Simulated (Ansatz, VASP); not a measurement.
## NaCl in VASP and in Ansatz

```xyz
2
Lattice="3.7468 0.0000 0.0000 0.0000 3.6450 1.9924 0.0000 -3.6450 1.9924" Properties=species:S:1:pos:R:3 pbc="T T T"
Na    1.8734    0.0000    1.9920
Cl    0.0000    0.0000    0.0004
```

Alike in both runs: functional PBE; k mesh 12 × 18 × 18; occupations gaussian, width 0.1 eV; no spin polarisation.

Ansatz relaxed the structure, and its values are those at the end. VASP's run is a single point on that final structure, the one shown.

|  | VASP | Ansatz |
| --- | --- | --- |
| version | VASP 6.6.1 | Ansatz 0.2.0 |
| potentials or method | VASP PAW PBE potentials, release 64 (Na_pv, Cl), cutoff 520 eV | scalar-relativistic, plane waves, PAW |
| valence electrons in the cell | 14 | 16 |

|  | VASP | Ansatz | Ansatz less VASP |
| --- | --- | --- | --- |
| gap on the k mesh at the Fermi level (eV) | 4.15 | 4.15 | -0.001 |
| least direct gap on the mesh (eV) | 4.33 | 4.33 | -0.001 |
| pressure (GPa) | 0.0 | 0.0 | +0.02 |

With one functional, cell and mesh, what is left measures potentials, basis and numerics. VASP's potentials hold 14 valence electrons a cell and Ansatz's 16, so a difference there can come from the potentials and not from the codes.
